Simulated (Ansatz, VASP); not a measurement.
## One calculation of InP, two programs

```
In P
1.0
     0.00000    2.91355    2.91355
     2.91355    0.00000    2.91355
     2.91355    2.91355    0.00000
In P
1 1
Direct
  0.00000 0.00000 0.00000
  0.25000 0.25000 0.25000
```

Alike in both runs: functional LDA; k mesh 10 × 10 × 10; occupations gaussian, width 0.02 eV; no spin polarisation.

Ansatz relaxed the structure, and its values are those at the end. VASP's run is a single point on that final structure, the one shown.

|  | VASP | Ansatz |
| --- | --- | --- |
| version | VASP 6.6.1 | Ansatz 0.2.0 |
| potentials or method | VASP PAW LDA potentials, release 64 (In_d, P), cutoff 520 eV | scalar-relativistic, plane waves, PAW |
| valence electrons in the cell | 18 | 18 |

|  | VASP | Ansatz | Ansatz less VASP |
| --- | --- | --- | --- |
| gap on the k mesh at the Fermi level (eV) | 0.61 | 0.58 | -0.029 |
| least direct gap on the mesh (eV) | 0.61 | 0.58 | -0.029 |
| pressure (GPa) | 0.0 | 0.0 | -0.02 |

LDA's correlation is that of Perdew and Zunger in VASP and of Perdew and Wang (1992) in Ansatz.
